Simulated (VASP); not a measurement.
# PbO (Pbcm) in VASP: a series of runs

Runs on PbO. Level: PBE. Tasks: single point.

Everything below comes from runs of VASP 6.6.1. Logs are shortened: lines on timing, memory, paths and dates and some standing lists are left out, and cuts for length are marked.

**1. The cell of the first run**

It takes space group Pbcm (No. 57, orthorhombic). The conventional cell has a = 5.797 Å, b = 5.402 Å, c = 4.679 Å, α = 90.00°, β = 90.00°, γ = 90.00°. Pb (site symmetry m) has 4 O at 2.14 to 2.46 Å within 2.8 Å. O (site symmetry m) has 4 Pb at 2.14 to 2.46 Å within 2.8 Å.

**2. Single point, PBE**

File INCAR:

```
ALGO = Normal
EDIFF = 1E-7
ENCUT = 520
GGA = PE
ISIF = 2
ISMEAR = -1
LASPH = T
LCHARG = T
LELF = T
LREAL = F
LVHAR = T
LWAVE = F
NBANDS = 50
NELM = 80
PREC = Accurate
SIGMA = 0.05
```

File KPOINTS:

```
k-points
0
Gamma
  5 5 6
```

File POSCAR:

```
PbO
1.0
    5.7965848595      0.0000000000      0.0000000000
    0.0000000000      5.4019909276      0.0000000000
    0.0000000000      0.0000000000      4.6788975474
Pb O
4 4
Direct
    0.7690000000      0.5140000000      0.2500000000
    0.2310000000      0.4860000000      0.7500000000
    0.7690000000      0.9860000000      0.7500000000
    0.2310000000      0.0140000000      0.2500000000
    0.1320000000      0.5820000000      0.2500000000
    0.8680000000      0.4180000000      0.7500000000
    0.1320000000      0.9180000000      0.7500000000
    0.8680000000      0.0820000000      0.2500000000
```

Potentials or basis: VASP PAW PBE potentials, release 64 (Pb_d, O).

Started as:

```console
cat potpaw_PBE.64/Pb_d/POTCAR potpaw_PBE.64/O/POTCAR > POTCAR
mpirun -np 1 vasp_std > vasp.out
```

OUTCAR:

```text
EDIFF = 1E-7
   ENCUT = 520
   GGA = PE
   ISIF = 2
   ISMEAR = -1
   LASPH = T
   LREAL = F
   NELM = 80
   PREC = Accurate

 ion  position               nearest neighbor table
   1  0.769  0.514  0.250-   5 2.14   8 2.40   6 2.46   6 2.46   3 3.46   3 3.46   2 3.56   2 3.56
                             3 3.69   3 3.69   4 3.80   4 3.80   2 3.90   2 3.90   4 4.13   4 4.13
   2  0.231  0.486  0.750-   6 2.14   7 2.40   5 2.46   5 2.46   4 3.46   4 3.46   1 3.56   1 3.56
                             4 3.69   4 3.69   3 3.80   3 3.80   1 3.90   1 3.90   3 4.13   3 4.13
   3  0.769  0.986  0.750-   7 2.14   6 2.40   8 2.46   8 2.46   1 3.46   1 3.46   4 3.56   4 3.56
                             1 3.69   1 3.69   2 3.80   2 3.80   4 3.90   4 3.90   2 4.13   2 4.13
   4  0.231  0.014  0.250-   8 2.14   5 2.40   7 2.46   7 2.46   2 3.46   2 3.46   3 3.56   3 3.56
                             2 3.69   2 3.69   1 3.80   1 3.80   3 3.90   3 3.90   1 4.13   1 4.13
   5  0.132  0.582  0.250-   1 2.14   4 2.40   2 2.46   2 2.46
   6  0.868  0.418  0.750-   2 2.14   3 2.40   1 2.46   1 2.46
   7  0.132  0.918  0.750-   3 2.14   2 2.40   4 2.46   4 2.46
   8  0.868  0.082  0.250-   4 2.14   1 2.40   3 2.46   3 2.46

  LATTYP: Found a simple orthorhombic cell.
 ALAT       =     4.6788975474
 B/A-ratio  =     1.1545435378
 C/A-ratio  =     1.2388783470

  Lattice vectors:

 A1 = (   0.0000000000,   0.0000000000,  -4.6788975474)
 A2 = (   0.0000000000,   5.4019909276,   0.0000000000)
 A3 = (   5.7965848595,   0.0000000000,   0.0000000000)

Analysis of symmetry for initial positions (statically):
=====================================================================
 Subroutine PRICEL returns:
 Original cell was already a primitive cell.

 Routine SETGRP: Setting up the symmetry group for a
 simple orthorhombic supercell.

 Subroutine GETGRP returns: Found  8 space group operations
 (whereof  2 operations were pure point group operations)
 out of a pool of  8 trial point group operations.

The static configuration has the point symmetry S_2 .
 The point group associated with its full space group is D_2h.

Analysis of symmetry for dynamics (positions and initial velocities):
=====================================================================
 Subroutine PRICEL returns:
 Original cell was already a primitive cell.

 Routine SETGRP: Setting up the symmetry group for a
 simple orthorhombic supercell.

 Subroutine GETGRP returns: Found  8 space group operations
 (whereof  2 operations were pure point group operations)
 out of a pool of  8 trial point group operations.

The dynamic configuration has the point symmetry S_2 .
 The point group associated with its full space group is D_2h.

 Subroutine INISYM returns: Found  8 space group operations
 (whereof  2 operations are pure point group operations),
 and found     1 'primitive' translations

----------------------------------------------------------------------------------------

                                     Primitive cell

  volume of cell :     146.5108

  direct lattice vectors                    reciprocal lattice vectors
     5.796584860  0.000000000  0.000000000     0.172515373  0.000000000  0.000000000
     0.000000000  5.401990928  0.000000000     0.000000000  0.185116934  0.000000000
     0.000000000  0.000000000  4.678897547     0.000000000  0.000000000  0.213725560

  length of vectors
     5.796584860  5.401990928  4.678897547     0.172515373  0.185116934  0.213725560

  position of ions in fractional coordinates (direct lattice)
     0.769000000  0.514000000  0.250000000
     0.231000000  0.486000000  0.750000000
     0.769000000  0.986000000  0.750000000
     0.231000000  0.014000000  0.250000000
     0.132000000  0.582000000  0.250000000
     0.868000000  0.418000000  0.750000000
     0.132000000  0.918000000  0.750000000
     0.868000000  0.082000000  0.250000000

  ion indices of the primitive-cell ions
   primitive index   ion index
                 1           1
                 2           2
                 3           3
                 4           4
                 5           5
                 6           6
                 7           7
                 8           8

----------------------------------------------------------------------------------------

 KPOINTS: k-points

Automatic generation of k-mesh.
 Grid dimensions read from file:
 generate k-points for:    5    5    6

 Generating k-lattice:

  Cartesian coordinates                     Fractional coordinates (reciprocal lattice)
     0.034503075  0.000000000  0.000000000     0.200000000  0.000000000  0.000000000
     0.000000000  0.037023387  0.000000000     0.000000000  0.200000000  0.000000000
     0.000000000  0.000000000  0.035620927     0.000000000  0.000000000  0.166666667

  Length of vectors
     0.034503075  0.037023387  0.035620927

  Shift w.r.t. Gamma in fractional coordinates (k-lattice)
     0.000000000  0.000000000  0.000000000

 Subroutine IBZKPT returns following result:
 ===========================================

 Found     36 irreducible k-points:

 Following reciprocal coordinates:
            Coordinates               Weight
  0.000000  0.000000  0.000000      1.000000
  0.200000  0.000000  0.000000      2.000000
  0.400000  0.000000  0.000000      2.000000
  0.000000  0.200000  0.000000      2.000000
  0.200000  0.200000  0.000000      4.000000
  0.400000  0.200000  0.000000      4.000000
[... 16 lines left out ...]
  0.200000  0.200000  0.333333      8.000000
  0.400000  0.200000  0.333333      8.000000
 [... further k-points ...]
   k-points           NKPTS =     36   k-points in BZ     NKDIM =     36   number of bands    NBANDS=     50
   number of dos      NEDOS =    301   number of ions     NIONS =      8
   total plane-waves  NPLWV =  69120
   dimension x,y,z NGX =    48 NGY =   40 NGZ =   36
   dimension x,y,z NGXF=    96 NGYF=   80 NGZF=   72
   ions per type =               4   4
   NGX,Y,Z   is equivalent  to a cutoff of  13.77, 12.31, 12.79 a.u.
   NGXF,Y,Z  is equivalent  to a cutoff of  27.53, 24.62, 25.58 a.u.
 SYSTEM =  unknown system
   PREC   = accura    normal or accurate (medium, high low for compatibility)
   ISTART =      0    job   : 0-new  1-cont  2-samecut
   ICHARG =      2    charge: 1-file 2-atom 10-const
   ISPIN  =      1    spin polarized calculation?
   LNONCOLLINEAR =      F non collinear calculations
   LSORBIT =      F    spin-orbit coupling
   LASPH  =      T    aspherical Exc in radial PAW
   ENCUT  =  520.0 eV  38.22 Ry    6.18 a.u.  10.78 10.04  8.70*2*pi/ulx,y,z
   NELM   =     80;   NELMIN=  2; NELMDL= -5     # of ELM steps
   EDIFF  = 0.1E-06   stopping-criterion for ELM
   LREAL  =      F    real-space projection
   EDIFFG = 0.1E-05   stopping-criterion for IOM
   NSW    =      0    number of steps for IOM
   IBRION =     -1    ionic relax: 0-MD 1-quasi-New 2-CG
   NFREE  =      0    steps in history (QN), initial steepest desc. (CG)
   ISIF   =      2    stress and relaxation
   ISYM   =      2    0-nonsym 1-usesym 2-fastsym
   POTIM  = 0.5000    time-step for ionic-motion
   TEBEG  =    0.0;   TEEND  =   0.0 temperature during run
   PSTRESS=    0.0 pullay stress
   NELECT =      80.0000    total number of electrons
   NUPDOWN=      -1.0000    fix difference up-down
   EMIN   =  10.00;   EMAX   =-10.00  energy-range for DOS
   EFERMI =   0.00;   METHOD = LEGACY
   ISMEAR =    -1;   SIGMA  =   0.05  broadening in eV -4-tet -1-fermi 0-gaus
   EFERMI_NEDOS =   21; number of points for ismear=-14 and -15
   IALGO  =     38    algorithm
   IMIX   =      4    mixing-type and parameters
     AMIX     =   0.40;   BMIX     =  1.00
     AMIX_MAG =   1.60;   BMIX_MAG =  1.00
  volume/ion in A,a.u.               =      18.31       123.59
  Fermi-wavevector in a.u.,A,eV,Ry     =   1.338079  2.528602 24.360611  1.790454
  Thomas-Fermi vector in A             =   2.466577
   LORBIT       =      0    0 simple, 1 ext, 2 COOP (PROOUT), +10 PAW based schemes
   GGA     = PE    functional components
   LHFCALC =     F    Hartree Fock is set to
   AEXX    =    0.0000 exact exchange contribution
   IVDW    =     0    specifies the selected vdW correction
   LEPSILON=     F    determine dielectric tensor
   LRPA    =     F    only Hartree local field effects (RPA)
 non-spin polarized calculation
  energy-cutoff  :      520.00
  volume of cell :      146.51
 maximum number of plane-waves:      3966
 NGX is ok and might be reduce to    48
   NGX = 21   NGY = 21   NGZ = 17

 number of electron      80.0000014 magnetization

 Free energy of the ion-electron system (eV)
  ---------------------------------------------------
  ext. energy  EPLUGINS =         0.00000000
  ---------------------------------------------------
  free energy    TOTEN  =       -42.22611067 eV

  energy without entropy =      -42.22611066  energy(sigma->0) =      -42.22611067

 E-fermi :   6.2832     XC(G=0): -10.3592

 val. band max:        5.2601269555   @ k =   0.0000   0.0000   0.0000
 cond. band min:       7.2578116246   @ k =   0.4000   0.4000   0.3333
 fundamental gap:      1.9976846691
 Fermi energy:         6.2831771065

 k-point     1 :       0.0000    0.0000    0.0000
  band No.  band energies     occupation
      1     -12.5401      2.00000
      2     -12.2965      2.00000
      3     -12.2228      2.00000
      4     -12.1489      2.00000
      5     -10.3046      2.00000
      6     -10.2341      2.00000
[... 42 lines left out ...]
     49      13.1606      0.00000
     50      13.6700      0.00000

 k-point     2 :       0.2000    0.0000    0.0000
  band No.  band energies     occupation
      1     -12.5271      2.00000
      2     -12.2888      2.00000
      3     -12.2121      2.00000
      4     -12.1390      2.00000
      5     -10.3006      2.00000
      6     -10.2381      2.00000
[... 1158 lines left out ...]
 k-point    24 :       0.4000    0.2000    0.3333
  band No.  band energies     occupation
      1     -12.2735      2.00000
      2     -12.1721      2.00000
      3     -12.1012      2.00000
      4     -12.0927      2.00000
      5     -10.2118      2.00000
      6     -10.1946      2.00000
[... 42 lines left out ...]
     49      12.8580      0.00000
     50      13.1735      0.00000

 [... further k-points ...]

------------------------ aborting loop because EDIFF is reached ----------------------------------------

  FORCE on cell =-STRESS in cart. coord.  units (eV):
  Direction    XX          YY          ZZ          XY          YZ          ZX
  --------------------------------------------------------------------------------------
  -------------------------------------------------------------------------------------
  Total       10.9011948      1.4833284      5.1479016      0.0000000      0.0000000      0.0000000
  in kB      119.2106613     16.2210252     56.2951826      0.0000000      0.0000000      0.0000000
  external PRESSURE =      63.9089564 kB  Pullay stress =       0.0000000 kB

 VOLUME and BASIS-vectors are now :
 -----------------------------------------------------------------------------
  energy-cutoff  :      520.00
  volume of cell :      146.51
      direct lattice vectors                 reciprocal lattice vectors
     5.796584860  0.000000000  0.000000000     0.172515373  0.000000000  0.000000000
     0.000000000  5.401990928  0.000000000     0.000000000  0.185116934  0.000000000
     0.000000000  0.000000000  4.678897547     0.000000000  0.000000000  0.213725560

 POSITION                                       TOTAL-FORCE (eV/Angst)
 -----------------------------------------------------------------------------------
      4.45757      2.77662      1.16972        -0.953919     -0.776402      0.000000
      1.33901      2.62537      3.50917         0.953919      0.776402     -0.000000
      4.45757      5.32636      3.50917        -0.953919      0.776402      0.000000
      1.33901      0.07563      1.16972         0.953919     -0.776402      0.000000
      0.76515      3.14396      1.16972         1.041083      0.337867     -0.000000
      5.03144      2.25803      3.50917        -1.041083     -0.337867      0.000000
      0.76515      4.95903      3.50917         1.041083     -0.337867      0.000000
      5.03144      0.44296      1.16972        -1.041083      0.337867     -0.000000
 -----------------------------------------------------------------------------------
    total drift:                               -0.000000      0.000000     -0.000000

  FREE ENERGIE OF THE ION-ELECTRON SYSTEM (eV)
  ---------------------------------------------------
  free  energy   TOTEN  =       -42.2261106658 eV

  energy  without entropy=      -42.2261106649  energy(sigma->0) =      -42.22611067
```

Wall time 4.6 min (1 thread of Intel Xeon 8259CL, shared host); peak memory 0.37 GiB.

Results:

```yaml
Free_energy: -42.2261 eV
Pressure: 6.4 GPa
Largest_force: 1.230 eV/Å
Band_gap_on_the_k_mesh: 2.00 eV (least direct gap 2.19 eV)
```

Forces in eV/Å, atoms in the order of the input:
```
Pb  -0.954 -0.776  0.000
Pb   0.954  0.776  0.000
Pb  -0.954  0.776  0.000
Pb   0.954 -0.776  0.000
O    1.041  0.338  0.000
O   -1.041 -0.338  0.000
O    1.041 -0.338  0.000
O   -1.041  0.338  0.000
```

Levels at points of the mesh, in eV from the valence-band top:
```
           k point  band 37  band 38  band 39  band 40  band 41  band 42  band 43  band 44
(0.00, 0.00, 0.00)    -1.44    -1.15    -0.40     0.00     3.65     4.22     4.48     4.92
(0.00, 0.00, 0.50)    -0.76    -0.76    -0.17    -0.17     4.27     4.27     4.92     4.92
```

Caveat: the stress differs along the axes, from 2 to 12 GPa; spin-orbit coupling is left out, which moves the levels of the heavy elements; forces of over 1 eV/Å act on the atoms, so gaps and moduli don't describe the material at rest. A hybrid or GW would open this gap; PBE tends to underestimate it.

**3. Single point, PBE**

This run uses another cell than the first one, of 18.70 Å³/atom.

File INCAR:

```
SYSTEM = PbO
PREC = Accurate
ENCUT = 520
EDIFF = 1E-7
ISMEAR = -1
SIGMA = 0.05
LREAL = .FALSE.
LASPH = .TRUE.
NELM = 60
ALGO = Normal
ISIF = 2
LWAVE = .FALSE.
LCHARG = .FALSE.
GGA = PE
NBANDS = 50
```

File KPOINTS:

```
Automatic mesh
0
G
  5 5 6
  0 0 0
```

Edit POSCAR of step 2 so:

```diff
@@ -2,5 +2,5 @@
 1.0
-    5.7965848595      0.0000000000      0.0000000000
-    0.0000000000      5.4019909276      0.0000000000
-    0.0000000000      0.0000000000      4.6788975474
+    5.8365625701      0.0000000000      0.0000000000
+    0.0000000000      5.4392472148      0.0000000000
+    0.0000000000      0.0000000000      4.7111668261
 Pb O
```

Potentials or basis: VASP PAW PBE potentials, release 64 (Pb_d, O).

Started as:

```console
cat potpaw_PBE.64/Pb_d/POTCAR potpaw_PBE.64/O/POTCAR > POTCAR
mpirun -np 1 vasp_std > vasp.out
```

It took 4.1 min on 1 thread of Intel Xeon 8259CL, shared host; peak memory 0.37 GiB.

It converged, with:

* Free energy: -42.3305 eV
* Pressure: 4.3 GPa
* Largest force: 1.048 eV/Å
* Band gap on the k mesh: 1.99 eV (least direct gap 2.17 eV)

Forces in eV/Å, atoms in the order of the input:
```
Pb  -0.637 -0.832  0.000
Pb   0.637  0.832  0.000
Pb  -0.637  0.832  0.000
Pb   0.637 -0.832  0.000
O    0.926  0.326  0.000
O   -0.926 -0.326  0.000
O    0.926 -0.326  0.000
O   -0.926  0.326  0.000
```

Stress tensor (GPa, compression positive):
```
9.18 0.00 0.00
0.00 0.04 0.00
0.00 0.00 3.60
```

Levels at points of the mesh, in eV from the valence-band top:
| k point | band 38 | band 39 | band 40 | band 41 | band 42 | band 43 |
| --- | --- | --- | --- | --- | --- | --- |
| (0.00, 0.00, 0.00) | -1.07 | -0.37 | 0.00 | 3.62 | 4.16 | 4.45 |
| (0.00, 0.00, 0.50) | -0.73 | -0.16 | -0.16 | 4.24 | 4.24 | 4.84 |

Caveat: the stress differs along the axes, from 0 to 9 GPa; spin-orbit coupling is left out, which moves the levels of the heavy elements; forces of over 1 eV/Å act on the atoms, so gaps and moduli don't describe the material at rest.
